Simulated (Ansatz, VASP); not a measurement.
**Two plane-wave programs on Na**

```
CELL_PARAMETERS angstrom
0.00000 3.96005 3.96005
3.96005 0.00000 3.96005
3.96005 3.96005 0.00000
ATOMIC_POSITIONS crystal
Na 0.12500 0.12500 0.12500
Na 0.87500 0.87500 0.87500
```

Alike in both runs: functional BLYP; k mesh 8 × 8 × 8; occupations fermi-dirac, width 0.1 eV; no spin polarisation.

Ansatz relaxed the structure, and its values are those at the end. VASP's run is a single point on that final structure, the one shown.

```csv
,VASP,Ansatz
version,VASP 6.6.1,Ansatz 0.2.0
potentials or method,"VASP PAW PBE potentials, release 64 (Na_pv), cutoff 520 eV","plane waves (420 eV) with PAW, scalar-relativistic"
valence electrons in the cell,14,18
```

|  | VASP | Ansatz | Ansatz less VASP |
| --- | --- | --- | --- |
| pressure (GPa) | 0.0 | 0.0 | +0.01 |

VASP's potentials were made for PBE, not for BLYP. VASP's potentials hold 14 valence electrons a cell and Ansatz's 18, so a difference there can come from the potentials and not from the codes.
